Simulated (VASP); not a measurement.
Here is a VASP 6.6.1 calculation.

File INCAR:

```
SYSTEM = Pb
PREC = Accurate
ENCUT = 500
EDIFF = 1E-6
ISMEAR = 1
SIGMA = 0.05
LREAL = .False.
LASPH = .True.
NELM = 120
ALGO = Normal
ISIF = 2
LWAVE = .False.
LCHARG = .False.
GGA = PS
NBANDS = 13
GGA_COMPAT = .False.
```

The input KPOINTS:

```
Automatic mesh
0
Gamma
  6 6 6
  0 0 0
```

File POSCAR:

```
Pb
1.0
    3.1759290101      0.0000000000      0.0000000000
    0.0000000000      3.1759290101      0.0000000000
    0.0000000000      0.0000000000      3.1759290101
Pb
1
Direct
    0.0000000000      0.0000000000      0.0000000000
```

Potentials or basis: VASP PAW PBE potentials, release 64 (Pb_d).

Launch:

```console
$ cat potpaw_PBE.64/Pb_d/POTCAR > POTCAR
$ mpirun -np 1 vasp_std > vasp.out
```

Question: Estimate the pressure.

Answer: -0.1 GPa.

Question: What does it give for the band gap on the k mesh?

Answer: Zero (band 7 reaches 11.37 eV, above the bottom of band 8 at 4.32 eV).

Caveat: the PAW data sets were made with another functional, which shifts forces and pressure a little; spin-orbit coupling is left out, which moves the levels of the heavy elements.
